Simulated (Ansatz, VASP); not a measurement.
## WC: VASP beside Ansatz

```
CELL_PARAMETERS angstrom
2.90050 0.00000 0.00000
-1.45025 2.51191 0.00000
0.00000 0.00000 2.82900
ATOMIC_POSITIONS crystal
W 0.91348 0.93666 0.84093
C 0.66667 0.33333 0.50000
```

Alike in both runs: task single point; functional PBE; k mesh 18 × 18 × 16; occupations gaussian, width 0.15 eV; no spin polarisation.

|  | VASP | Ansatz |
| --- | --- | --- |
| version | VASP 6.6.1 | Ansatz 0.2.0 |
| potentials or method | VASP PAW PBE potentials, release 64 (W_sv, C), cutoff 520 eV | scalar-relativistic, plane waves, PAW |
| valence electrons in the cell | 18 | 18 |

|  | VASP | Ansatz | Ansatz less VASP |
| --- | --- | --- | --- |
| gap on the k mesh at the Fermi level (eV) | none | none | - |
| rms of the force components (eV/Å) | 5.556 | 5.507 | -0.0484 |

Atom by atom the forces differ by 0.049 eV/Å (rms over components). A gap of «none» marks a metal or a gap that the smearing closes.

Spin-orbit coupling is off throughout.
